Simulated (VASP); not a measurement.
Input of a VASP 6.6.1 run:

POSCAR

```
Fe
1.0
   -1.4234976093      1.4234976093      1.4234976093
    1.4234976093     -1.4234976093      1.4234976093
    1.4234976093      1.4234976093     -1.4234976093
Fe
1
Direct
    0.0000000000      0.0000000000      0.0000000000
```

File INCAR.step1:

```
  PREC = Accurate
  ENCUT = 520
  EDIFF = 1E-5
  ISMEAR = -1
  SIGMA = 0.05
  LREAL = False
  LASPH = True
  NELM = 150
  ALGO = Normal
  ISIF = 2
  LWAVE = True
  LCHARG = False
  ISPIN = 2
  MAGMOM = 3
  LORBIT = 11
  LMAXMIX = 4
  NBANDS = 14
  GGA = PE
```

Contents of INCAR.step2:

```
  PREC = Accurate
  ENCUT = 520
  EDIFF = 1E-7
  ISMEAR = -1
  SIGMA = 0.05
  LREAL = False
  LASPH = True
  NELM = 150
  ALGO = Normal
  ISIF = 2
  LWAVE = False
  LCHARG = False
  ISPIN = 2
  MAGMOM = 3
  LORBIT = 11
  LMAXMIX = 4
  GGA = PS
  LHFCALC = True
  AEXX = 0.25
  HFSCREEN = 0.207
  PRECFOCK = Normal
  NBANDS = 14
  ISTART = 1
```

The input KPOINTS:

```
Automatic mesh
0
Gamma
  7 7 7
```

Potentials or basis: VASP PAW PBE potentials, release 64 (Fe).

Run with:

```sh
$ cat potpaw_PBE.64/Fe/POTCAR > POTCAR
$ cp INCAR.step1 INCAR
$ mpirun -np 1 vasp_std > vasp.out
$ cp INCAR.step2 INCAR
$ mpirun -np 1 vasp_std > vasp.out
```

(1) What does it give for the site moments?

(2) Estimate the pressure.

Results:

(1) Fe +2.89 μB.

(2) 6.8 GPa.

Caveat: the k points lie up to 0.45 Å⁻¹ apart; the PAW data sets were made with another functional, which shifts forces and pressure a little.
